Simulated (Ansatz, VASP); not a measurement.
# Two plane-wave programs on Be6S

```
Be S
1.0
     3.23428    0.00000    0.00000
     0.00000    3.23428    0.00000
     0.00000    0.00000    6.49855
Be S
6 1
Direct
  0.00000 0.50000 0.73163
  0.50000 0.00000 0.73163
  0.00000 0.50000 0.26837
  0.50000 0.00000 0.26837
  0.00000 0.00000 0.50000
  0.50000 0.50000 0.50000
  0.00000 0.00000 0.00000
```

Alike in both runs: functional PBE; k mesh 5 × 5 × 3; occupations gaussian, width 0.2 eV; no spin polarisation.

Ansatz relaxed the structure, and its values are those at the end. VASP's run is a single point on that final structure, the one shown.

|  | VASP | Ansatz |
| --- | --- | --- |
| version | VASP 6.6.1 | Ansatz 0.2.0 |
| potentials or method | VASP PAW PBE potentials, release 64 (Be, S), cutoff 520 eV | scalar-relativistic, plane waves, PAW |
| valence electrons in the cell | 18 | 18 |

|  | VASP | Ansatz | Ansatz less VASP |
| --- | --- | --- | --- |
| gap on the k mesh at the Fermi level (eV) | none | none | - |
| pressure (GPa) | 0.2 | 0.1 | -0.06 |
| rms of the force components (eV/Å) | 0.017 | 0.014 | -0.0024 |

A gap of «none» marks a metal or a gap that the smearing closes. With one functional, cell and mesh, what is left measures potentials, basis and numerics.

The k mesh is coarse, so the values compare programs but aren't converged.
